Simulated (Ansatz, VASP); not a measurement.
Li: VASP beside Ansatz

INCAR

```
PREC = Accurate
ENCUT = 520
EDIFF = 1E-6
ISMEAR = -1
SIGMA = 0.05
LREAL = False
LASPH = True
NELM = 80
ALGO = Normal
ISIF = 2
LWAVE = False
LCHARG = False
GGA = PE
NBANDS = 12
```

KPOINTS

```
Automatic mesh
0
Gamma
  12 12 12
```

File POSCAR:

```
Li
1.0
    1.6353337756      0.9865689849      7.6127567996
   -1.4656641558      0.9555590055      7.5817468203
    0.0579793801     -1.7144789905      7.5703963801
Li
3
Direct
    0.0000000000      0.0000000000      0.0000000000
    0.2220000000      0.2220000000      0.2220000000
    0.7780000000      0.7780000000      0.7780000000
```

Input for Ansatz:

```yaml
crystal:
  lattice:
    - [1.6353337756, 0.9865689849, 7.6127567996]
    - [-1.4656641558, 0.9555590055, 7.5817468203]
    - [0.0579793801, -1.7144789905, 7.5703963801]
  atoms:
    - { symbol: Li, position: [0.0, 0.0, 0.0] }
    - { symbol: Li, position: [0.222, 0.222, 0.222] }
    - { symbol: Li, position: [0.778, 0.778, 0.778] }
kpoints:
  mp_grid: { grid: [12, 12, 12] }
  band_path:
    path:
      - [0.0, 0.0, 0.0]
      - [-0.5, -0.5, -0.5]
      - [0.5, 0.0, 0.0]
      - [0.0, 0.0, 0.0]
      - [0.0, 0.0, 0.5]
      - [0.0, -0.5, 0.0]
      - [0.0, 0.0, 0.0]
      - [0.5, 0.0, 0.5]
      - [-0.5, -0.5, 0.0]
    npoints: 5
scf:
  occupations: { method: fermi_dirac, width: 0.05 }
hamiltonian:
  xc: pbe
  pseudopotentials: { kind: all_electron, lapw: { basis_error: 0.001 } }
output:
  forces: true
  stress: true
  eigenvalues: true
```

Change from the starting cell: equal xy, yz and zx shear strains of +2 %.

Alike in both runs: task single point; functional PBE; k mesh 12 × 12 × 12; occupations fermi-dirac, width 0.05 eV; no spin polarisation.

|  | VASP | Ansatz |
| --- | --- | --- |
| version | VASP 6.6.1 | Ansatz 0.2.0 |
| potentials or method | VASP PAW PBE potentials, release 64 (Li_sv), cutoff 520 eV | all-electron LAPW, scalar-relativistic |

```tsv
	VASP	Ansatz	Ansatz less VASP
rms of the force components (eV/Å)	0.005	0.005	-0.0001
```

Atom by atom the forces differ by 0.000 eV/Å (rms over components). Ansatz ran all-electron here, and VASP with PAW potentials.

Noted on VASP's run: the cutoff is short for stress, so the pressure is rough.
